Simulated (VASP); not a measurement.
# RbBr (Pm-3m) in VASP: further runs

RbBr is run at these levels: PBE, HSE06, PBE-based screened hybrid with 5 % exact exchange; tasks: single point.

Everything below comes from runs of VASP 6.6.1. Logs are shortened: lines on timing, memory, paths and dates and some standing lists are left out, and cuts for length are marked.

**1. The cell of the first run**

The structure is cubic, space group Pm-3m (No. 221). Conventional cell: a = 4.128 Å, b = 4.128 Å, c = 4.128 Å, α = 90.00°, β = 90.00°, γ = 90.00°. Within 4.7 Å of Rb (site symmetry m-3m) lie 8 Br at 3.57 Å and 6 Rb at 4.13 Å. Br (site symmetry m-3m) has 8 Rb at 3.57 Å and 6 Br at 4.13 Å within 4.7 Å.

**2. Single point, PBE**

The input, INCAR:

```
PREC = Accurate
ENCUT = 520
EDIFF = 1E-6
ISMEAR = 0
SIGMA = 0.01
LREAL = F
LASPH = T
NELM = 100
ALGO = Normal
ISIF = 2
LWAVE = F
LCHARG = F
GGA = PE
NBANDS = 15
```

The input, KPOINTS:

```
regular mesh
0
Gamma
  4 4 4
```

The input, POSCAR:

```
RbBr
1.0
    4.1279266522      0.0000000000      0.0000000000
    0.0000000000      4.1279266522      0.0000000000
    0.0000000000      0.0000000000      4.1279266522
Rb Br
1 1
Direct
    0.0000000000      0.0000000000      0.0000000000
    0.5000000000      0.5000000000      0.5000000000
```

Potentials or basis: VASP PAW PBE potentials, release 64 (Rb_sv, Br).

Started as:

```
cat potpaw_PBE.64/Rb_sv/POTCAR potpaw_PBE.64/Br/POTCAR > POTCAR
mpirun -np 1 vasp_std > vasp.out
```

OUTCAR:

```text
PREC = Accurate
   ENCUT = 520
   EDIFF = 1E-6
   ISMEAR = 0
   LREAL = F
   LASPH = T
   NELM = 100
   ISIF = 2
   GGA = PE

 ion  position               nearest neighbor table
   1  0.000  0.000  0.000-   2 3.57   2 3.57   2 3.57   2 3.57   2 3.57   2 3.57   2 3.57   2 3.57

   2  0.500  0.500  0.500-   1 3.57   1 3.57   1 3.57   1 3.57   1 3.57   1 3.57   1 3.57   1 3.57

  LATTYP: Found a simple cubic cell.
 ALAT       =     4.1279266522

  Lattice vectors:

 A1 = (   4.1279266522,   0.0000000000,   0.0000000000)
 A2 = (   0.0000000000,   4.1279266522,   0.0000000000)
 A3 = (   0.0000000000,   0.0000000000,   4.1279266522)

Analysis of symmetry for initial positions (statically):
=====================================================================
 Subroutine PRICEL returns:
 Original cell was already a primitive cell.

 Routine SETGRP: Setting up the symmetry group for a
 simple cubic supercell.

 Subroutine GETGRP returns: Found 48 space group operations
 (whereof 48 operations were pure point group operations)
 out of a pool of 48 trial point group operations.

The static configuration has the point symmetry O_h .

Analysis of symmetry for dynamics (positions and initial velocities):
=====================================================================
 Subroutine PRICEL returns:
 Original cell was already a primitive cell.

 Routine SETGRP: Setting up the symmetry group for a
 simple cubic supercell.

 Subroutine GETGRP returns: Found 48 space group operations
 (whereof 48 operations were pure point group operations)
 out of a pool of 48 trial point group operations.

The dynamic configuration has the point symmetry O_h .

 Subroutine INISYM returns: Found 48 space group operations
 (whereof 48 operations are pure point group operations),
 and found     1 'primitive' translations

----------------------------------------------------------------------------------------

                                     Primitive cell

  volume of cell :      70.3390

  direct lattice vectors                    reciprocal lattice vectors
     4.127926652  0.000000000  0.000000000     0.242252366  0.000000000  0.000000000
     0.000000000  4.127926652  0.000000000     0.000000000  0.242252366  0.000000000
     0.000000000  0.000000000  4.127926652     0.000000000  0.000000000  0.242252366

  length of vectors
     4.127926652  4.127926652  4.127926652     0.242252366  0.242252366  0.242252366

  position of ions in fractional coordinates (direct lattice)
     0.000000000  0.000000000  0.000000000
     0.500000000  0.500000000  0.500000000

  ion indices of the primitive-cell ions
   primitive index   ion index
                 1           1
                 2           2

----------------------------------------------------------------------------------------

 KPOINTS: regular mesh

Automatic generation of k-mesh.
 Grid dimensions read from file:
 generate k-points for:    4    4    4

 Generating k-lattice:

  Cartesian coordinates                     Fractional coordinates (reciprocal lattice)
     0.060563092  0.000000000  0.000000000     0.250000000  0.000000000  0.000000000
     0.000000000  0.060563092  0.000000000     0.000000000  0.250000000  0.000000000
     0.000000000  0.000000000  0.060563092     0.000000000  0.000000000  0.250000000

  Length of vectors
     0.060563092  0.060563092  0.060563092

  Shift w.r.t. Gamma in fractional coordinates (k-lattice)
     0.000000000  0.000000000  0.000000000

 Subroutine IBZKPT returns following result:
 ===========================================

 Found     10 irreducible k-points:

 Following reciprocal coordinates:
            Coordinates               Weight
  0.000000  0.000000  0.000000      1.000000
  0.250000  0.000000  0.000000      6.000000
  0.500000  0.000000  0.000000      3.000000
  0.250000  0.250000  0.000000     12.000000
  0.500000  0.250000  0.000000     12.000000
  0.500000  0.500000  0.000000      3.000000
  0.250000  0.250000  0.250000      8.000000
  0.500000  0.250000  0.250000     12.000000
  0.500000  0.500000  0.250000      6.000000
  0.500000  0.500000  0.500000      1.000000
   k-points           NKPTS =     10   k-points in BZ     NKDIM =     10   number of bands    NBANDS=     15
   number of dos      NEDOS =    301   number of ions     NIONS =      2
   total plane-waves  NPLWV =  32768
   dimension x,y,z NGX =    32 NGY =   32 NGZ =   32
   dimension x,y,z NGXF=    64 NGYF=   64 NGZF=   64
   ions per type =               1   1
   NGX,Y,Z   is equivalent  to a cutoff of  12.89, 12.89, 12.89 a.u.
   NGXF,Y,Z  is equivalent  to a cutoff of  25.78, 25.78, 25.78 a.u.
 SYSTEM =  unknown system
   PREC   = accura    normal or accurate (medium, high low for compatibility)
   ISTART =      0    job   : 0-new  1-cont  2-samecut
   ICHARG =      2    charge: 1-file 2-atom 10-const
   ISPIN  =      1    spin polarized calculation?
   LNONCOLLINEAR =      F non collinear calculations
   LSORBIT =      F    spin-orbit coupling
   LASPH  =      T    aspherical Exc in radial PAW
   ENCUT  =  520.0 eV  38.22 Ry    6.18 a.u.   7.68  7.68  7.68*2*pi/ulx,y,z
   NELM   =    100;   NELMIN=  2; NELMDL= -5     # of ELM steps
   EDIFF  = 0.1E-05   stopping-criterion for ELM
   LREAL  =      F    real-space projection
   EDIFFG = 0.1E-04   stopping-criterion for IOM
   NSW    =      0    number of steps for IOM
   IBRION =     -1    ionic relax: 0-MD 1-quasi-New 2-CG
   NFREE  =      0    steps in history (QN), initial steepest desc. (CG)
   ISIF   =      2    stress and relaxation
   ISYM   =      2    0-nonsym 1-usesym 2-fastsym
   POTIM  = 0.5000    time-step for ionic-motion
   TEBEG  =    0.0;   TEEND  =   0.0 temperature during run
   PSTRESS=    0.0 pullay stress
   NELECT =      16.0000    total number of electrons
   NUPDOWN=      -1.0000    fix difference up-down
   EMIN   =  10.00;   EMAX   =-10.00  energy-range for DOS
   EFERMI =   0.00;   METHOD = LEGACY
   ISMEAR =     0;   SIGMA  =   0.01  broadening in eV -4-tet -1-fermi 0-gaus
   EFERMI_NEDOS =   21; number of points for ismear=-14 and -15
   IALGO  =     38    algorithm
   IMIX   =      4    mixing-type and parameters
     AMIX     =   0.40;   BMIX     =  1.00
     AMIX_MAG =   1.60;   BMIX_MAG =  1.00
  volume/ion in A,a.u.               =      35.17       237.34
  Fermi-wavevector in a.u.,A,eV,Ry     =   0.999347  1.888491 13.588055  0.998694
  Thomas-Fermi vector in A             =   2.131631
   LORBIT       =      0    0 simple, 1 ext, 2 COOP (PROOUT), +10 PAW based schemes
   GGA     = PE    functional components
   LHFCALC =     F    Hartree Fock is set to
   AEXX    =    0.0000 exact exchange contribution
   IVDW    =     0    specifies the selected vdW correction
   LEPSILON=     F    determine dielectric tensor
   LRPA    =     F    only Hartree local field effects (RPA)
 non-spin polarized calculation
 Gauss-broadening in eV      SIGMA  =   0.01
  energy-cutoff  :      520.00
  volume of cell :       70.34
 maximum number of plane-waves:      1924
 NGX is ok and might be reduce to    32
   NGX = 15   NGY = 15   NGZ = 15

 number of electron      16.0000002 magnetization

 Free energy of the ion-electron system (eV)
  ---------------------------------------------------
  ext. energy  EPLUGINS =         0.00000000
  ---------------------------------------------------
  free energy    TOTEN  =        -5.99368204 eV

  energy without entropy =       -5.99368204  energy(sigma->0) =       -5.99368204

 E-fermi :  -0.5248     XC(G=0):  -7.9225

 val. band max:       -0.6684522175   @ k =   0.5000   0.5000   0.0000
 cond. band min:       3.4058684982   @ k =   0.0000   0.0000   0.0000
 fundamental gap:      4.0743207157
 Fermi energy:        -0.5248025857

 k-point     1 :       0.0000    0.0000    0.0000
  band No.  band energies     occupation
      1     -25.7778      2.00000
      2     -13.2836      2.00000
      3      -9.7613      2.00000
      4      -9.7613      2.00000
      5      -9.7613      2.00000
      6      -0.8221      2.00000
      7      -0.8221      2.00000
      8      -0.8221      2.00000
      9       3.4059      0.00000
     10       4.9104      0.00000
     11       4.9104      0.00000
     12       9.2542      0.00000
     13       9.2542      0.00000
     14       9.2542      0.00000
     15      11.9746      0.00000

 k-point     2 :       0.2500    0.0000    0.0000
  band No.  band energies     occupation
      1     -25.7676      2.00000
      2     -13.2804      2.00000
      3      -9.8316      2.00000
      4      -9.7378      2.00000
      5      -9.7378      2.00000
      6      -1.7239      2.00000
      7      -0.8579      2.00000
      8      -0.8579      2.00000
      9       4.6896      0.00000
     10       5.3706      0.00000
     11       6.1116      0.00000
     12       9.0553      0.00000
     13       9.0553      0.00000
     14       9.5818      0.00000
     15       9.8007      0.00000

 k-point     3 :       0.5000    0.0000    0.0000
  band No.  band energies     occupation
      1     -25.7574      2.00000
      2     -13.2802      2.00000
      3      -9.8904      2.00000
      4      -9.7141      2.00000
      5      -9.7141      2.00000
      6      -2.3851      2.00000
      7      -0.8961      2.00000
      8      -0.8961      2.00000
      9       6.2129      0.00000
     10       6.4216      0.00000
     11       6.9624      0.00000
     12       8.0415      0.00000
     13       9.1717      0.00000
     14       9.1717      0.00000
     15      10.0401      0.00000
[... 91 lines left out ...]
 k-point     9 :       0.5000    0.5000    0.2500
  band No.  band energies     occupation
      1     -25.7298      2.00000
      2     -13.0423      2.00000
      3     -10.0269      2.00000
      4     -10.0269      2.00000
      5      -9.8365      2.00000
      6      -1.8594      2.00000
      7      -1.8594      2.00000
      8      -1.4175      2.00000
      9       5.7735      0.00000
     10       7.0861      0.00000
     11       7.3091      0.00000
     12       7.3091      0.00000
     13       9.4882      0.00000
     14       9.4882      0.00000
     15      11.2196      0.00000

 k-point    10 :       0.5000    0.5000    0.5000
  band No.  band energies     occupation
      1     -25.7209      2.00000
      2     -12.9888      2.00000
      3      -9.9846      2.00000
      4      -9.9846      2.00000
      5      -9.9846      2.00000
      6      -2.0014      2.00000
      7      -2.0014      2.00000
      8      -2.0014      2.00000
      9       7.5569      0.00000
     10       7.5569      0.00000
     11       7.5569      0.00000
     12       8.6825      0.00000
     13       8.6825      0.00000
     14       8.6825      0.00000
     15      11.4527      0.00000

------------------------ aborting loop because EDIFF is reached ----------------------------------------

  FORCE on cell =-STRESS in cart. coord.  units (eV):
  Direction    XX          YY          ZZ          XY          YZ          ZX
  --------------------------------------------------------------------------------------
  -------------------------------------------------------------------------------------
  Total        0.3657595      0.3657595      0.3657595      0.0000000      0.0000000      0.0000000
  in kB        8.3312514      8.3312514      8.3312514      0.0000000      0.0000000      0.0000000
  external PRESSURE =       8.3312514 kB  Pullay stress =       0.0000000 kB

 VOLUME and BASIS-vectors are now :
 -----------------------------------------------------------------------------
  energy-cutoff  :      520.00
  volume of cell :       70.34
      direct lattice vectors                 reciprocal lattice vectors
     4.127926652  0.000000000  0.000000000     0.242252366  0.000000000  0.000000000
     0.000000000  4.127926652  0.000000000     0.000000000  0.242252366  0.000000000
     0.000000000  0.000000000  4.127926652     0.000000000  0.000000000  0.242252366

 POSITION                                       TOTAL-FORCE (eV/Angst)
 -----------------------------------------------------------------------------------
      0.00000      0.00000      0.00000         0.000000      0.000000      0.000000
      2.06396      2.06396      2.06396         0.000000      0.000000      0.000000
 -----------------------------------------------------------------------------------
    total drift:                                0.000000      0.000000     -0.000000

  FREE ENERGIE OF THE ION-ELECTRON SYSTEM (eV)
  ---------------------------------------------------
  free  energy   TOTEN  =        -5.9936820415 eV

  energy  without entropy=       -5.9936820415  energy(sigma->0) =       -5.99368204
```

Run time: 12 s. Hardware: 1 thread of Intel Xeon Platinum 8488C (Sapphire Rapids), shared host; peak memory 0.17 GiB.

Results:

```
Free energy            : -5.9937 eV
Pressure               : 0.8 GPa
Band gap on the k mesh : 4.07 eV (least direct gap 4.23 eV)
```

Levels at points of the mesh, in eV from the valence-band top:
| k point | band 5 | band 6 | band 7 | band 8 | band 9 | band 10 | band 11 | band 12 |
| --- | --- | --- | --- | --- | --- | --- | --- | --- |
| (0.00, 0.00, 0.00) | -9.09 | -0.15 | -0.15 | -0.15 | 4.07 | 5.58 | 5.58 | 9.92 |
| (0.50, 0.00, 0.00) | -9.05 | -1.72 | -0.23 | -0.23 | 6.88 | 7.09 | 7.63 | 8.71 |
| (0.50, 0.50, 0.00) | -9.01 | -1.05 | -1.05 | 0.00 | 5.31 | 6.22 | 7.96 | 7.96 |
| (0.50, 0.50, 0.50) | -9.32 | -1.33 | -1.33 | -1.33 | 8.23 | 8.23 | 8.23 | 9.35 |

A k mesh can miss the band edges.

**3. Single point, HSE06**

POSCAR is that of step 2.

The input, INCAR.step1:

```
PREC     = Accurate       # precision mode
ENCUT    = 520            # plane-wave cutoff, eV
EDIFF    = 1E-5           # SCF threshold, eV
ISMEAR   = 0              # smearing method
SIGMA    = 0.01           # smearing width, eV
LREAL    = F              # projectors in reciprocal space
LASPH    = T              # aspherical terms in the spheres
NELM     = 100            # most SCF steps
ALGO     = Normal         # electronic algorithm
ISIF     = 2              # what is computed and relaxed
LWAVE    = T              # write WAVECAR
LCHARG   = F              # write CHGCAR
GGA      = PE             # functional
NBANDS   = 15             # bands
```

The input, INCAR.step2:

```
PREC     = Accurate       # precision mode
ENCUT    = 520            # plane-wave cutoff, eV
EDIFF    = 1E-6           # SCF threshold, eV
ISMEAR   = 0              # smearing method
SIGMA    = 0.01           # smearing width, eV
LREAL    = F              # projectors in reciprocal space
LASPH    = T              # aspherical terms in the spheres
NELM     = 100            # most SCF steps
ALGO     = Normal         # electronic algorithm
ISIF     = 2              # what is computed and relaxed
LWAVE    = F              # write WAVECAR
LCHARG   = F              # write CHGCAR
GGA      = PE             # functional
LHFCALC  = T              # exact exchange
HFSCREEN = 0.2079         # screening, 1/A
PRECFOCK = Normal       
ISTART   = 1            
NBANDS   = 15             # bands
```

KPOINTS is that of step 2.

Potentials or basis: VASP PAW PBE potentials, release 64 (Rb_sv, Br).

Started as:

```
cat potpaw_PBE.64/Rb_sv/POTCAR potpaw_PBE.64/Br/POTCAR > POTCAR
cp INCAR.step1 INCAR
mpirun -np 1 vasp_std > vasp.out
cp INCAR.step2 INCAR
mpirun -np 1 vasp_std > vasp.out
```

OUTCAR:

```text
PREC = Accurate
   ENCUT = 520
   EDIFF = 1E-6
   ISMEAR = 0
   LREAL = F
   LASPH = T
   NELM = 100
   ISIF = 2
   GGA = PE
   LHFCALC = T
   HFSCREEN = 0.2079
   PRECFOCK = Normal
   ISTART = 1

 ion  position               nearest neighbor table
   1  0.000  0.000  0.000-   2 3.57   2 3.57   2 3.57   2 3.57   2 3.57   2 3.57   2 3.57   2 3.57

   2  0.500  0.500  0.500-   1 3.57   1 3.57   1 3.57   1 3.57   1 3.57   1 3.57   1 3.57   1 3.57

  LATTYP: Found a simple cubic cell.
 ALAT       =     4.1279266522

  Lattice vectors:

 A1 = (   4.1279266522,   0.0000000000,   0.0000000000)
 A2 = (   0.0000000000,   4.1279266522,   0.0000000000)
 A3 = (   0.0000000000,   0.0000000000,   4.1279266522)

Analysis of symmetry for initial positions (statically):
=====================================================================
 Subroutine PRICEL returns:
 Original cell was already a primitive cell.

 Routine SETGRP: Setting up the symmetry group for a
 simple cubic supercell.

 Subroutine GETGRP returns: Found 48 space group operations
[... 170 lines left out ...]
      3     -11.1602      2.00000
      4     -11.1602      2.00000
      5     -11.1602      2.00000
      6      -1.6799      2.00000
      7      -1.6799      2.00000
      8      -1.6799      2.00000
      9       3.7436      0.00000
     10       5.2467      0.00000
     11       5.2467      0.00000
     12       9.8847      0.00000
     13       9.8847      0.00000
     14       9.8847      0.00000
[... 149 lines left out ...]
      2     -14.8588      2.00000
      3     -11.3870      2.00000
      4     -11.3870      2.00000
      5     -11.3870      2.00000
      6      -2.9308      2.00000
      7      -2.9308      2.00000
      8      -2.9308      2.00000
      9       7.9288      0.00000
     10       7.9288      0.00000
     11       7.9288      0.00000
     12       9.2875      0.00000
     13       9.2875      0.00000
     14       9.2875      0.00000
     15      12.2618      0.00000

------------------------ aborting loop because EDIFF is reached ----------------------------------------

  FORCE on cell =-STRESS in cart. coord.  units (eV):
  Direction    XX          YY          ZZ          XY          YZ          ZX
  --------------------------------------------------------------------------------------
  -------------------------------------------------------------------------------------
  Total        0.1942141      0.1942141      0.1942141      0.0000000     -0.0000000     -0.0000000
  in kB        4.4237986      4.4237986      4.4237986      0.0000000     -0.0000000     -0.0000000
  external PRESSURE =       4.4237986 kB  Pullay stress =       0.0000000 kB

 VOLUME and BASIS-vectors are now :
 -----------------------------------------------------------------------------
  energy-cutoff  :      520.00
  volume of cell :       70.34
      direct lattice vectors                 reciprocal lattice vectors
     4.127926652  0.000000000  0.000000000     0.242252366  0.000000000  0.000000000
     0.000000000  4.127926652  0.000000000     0.000000000  0.242252366  0.000000000
     0.000000000  0.000000000  4.127926652     0.000000000  0.000000000  0.242252366

 POSITION                                       TOTAL-FORCE (eV/Angst)
 -----------------------------------------------------------------------------------
      0.00000      0.00000      0.00000         0.000000      0.000000      0.000000
      2.06396      2.06396      2.06396         0.000000      0.000000      0.000000
 -----------------------------------------------------------------------------------
    total drift:                               -0.000000     -0.000002      0.000002

  FREE ENERGIE OF THE ION-ELECTRON SYSTEM (eV)
  ---------------------------------------------------
  free  energy   TOTEN  =        -6.9667106002 eV

  energy  without entropy=       -6.9667106002  energy(sigma->0) =       -6.96671060
```

Run time: 8.1 min. Hardware: 1 thread of Intel Xeon Platinum 8488C (Sapphire Rapids), shared host; peak memory 0.29 GiB.

What came out:

- Free energy: -6.9667 eV
- Pressure: 0.4 GPa
- Band gap on the k mesh: 5.26 eV (least direct gap 5.42 eV)

Caveat: the PAW data sets were made with another functional, which shifts forces and pressure a little. A k mesh can miss the band edges.

(Part 1 of 2 ends here.)
